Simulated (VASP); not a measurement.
Write the native input for VASP 6.6.1 that does the following.

- Task: single point
- Functional: BLYP
- Potentials or basis: VASP PAW PBE potentials, release 64 (Al)
- Cutoff: 520 eV
- k mesh: 8 × 8 × 8
- Occupations: gaussian, width 0.1 eV
- Spin: non-collinear spin, typed start
- Starting moments: [[0.0, 0.0, 0.5]] μB
- Dipole correction: no
- Further INCAR settings: ALGO = Normal; EDIFF = 1e-07; NBANDS = 14

The structure of Al lies in POSCAR:

```
Al
1.0
    0.0000000000      2.0248050000      2.0248050000
    2.0248050000      0.0000000000      2.0248050000
    2.0248050000      2.0248050000      0.0000000000
Al
1
Direct
    0.0000000000      0.0000000000      0.0000000000
```

The input as run:

INCAR

```
PREC     = Accurate       # precision mode
ENCUT    = 520            # plane-wave cutoff, eV
EDIFF    = 1E-7           # SCF threshold, eV
ISMEAR   = 0              # smearing method
SIGMA    = 0.1            # smearing width, eV
LREAL    = F              # projectors in reciprocal space
LASPH    = T              # aspherical terms in the spheres
NELM     = 150            # most SCF steps
ALGO     = Normal         # electronic algorithm
ISIF     = 2              # what is computed and relaxed
LWAVE    = F              # write WAVECAR
LCHARG   = F              # write CHGCAR
LNONCOLLINEAR= T              # non-collinear magnetism
MAGMOM   = 0 0 0.5        # initial moments
LORBIT   = 11             # projections on sites
GGA      = B5             # functional
ALDAX    = 1.0          
AGGAX    = 1.0          
AGGAC    = 1.0          
ALDAC    = 0.0          
NBANDS   = 14             # bands
```

KPOINTS

```
Automatic mesh
0
Gamma
  8 8 8
```

Potentials or basis: VASP PAW PBE potentials, release 64 (Al).

Launch:

```bash
$ cat potpaw_PBE.64/Al/POTCAR > POTCAR
$ mpirun -np 1 vasp_ncl > vasp.out
```

Results of the run:

* Pressure: 3.0 GPa
* Band gap on the k mesh: zero (band 3 reaches 20.95 eV, above the bottom of band 4 at 3.97 eV)
* Net moment: 0.00 μB per cell
* Valence electrons inside the program's atomic spheres: Al 0.78

Caveat: the PAW data sets were made with another functional, which shifts forces and pressure a little.

Run time: 38 s on 1 thread of Intel Xeon 6975P-C, with other jobs on the host, peak memory 0.2 GiB.
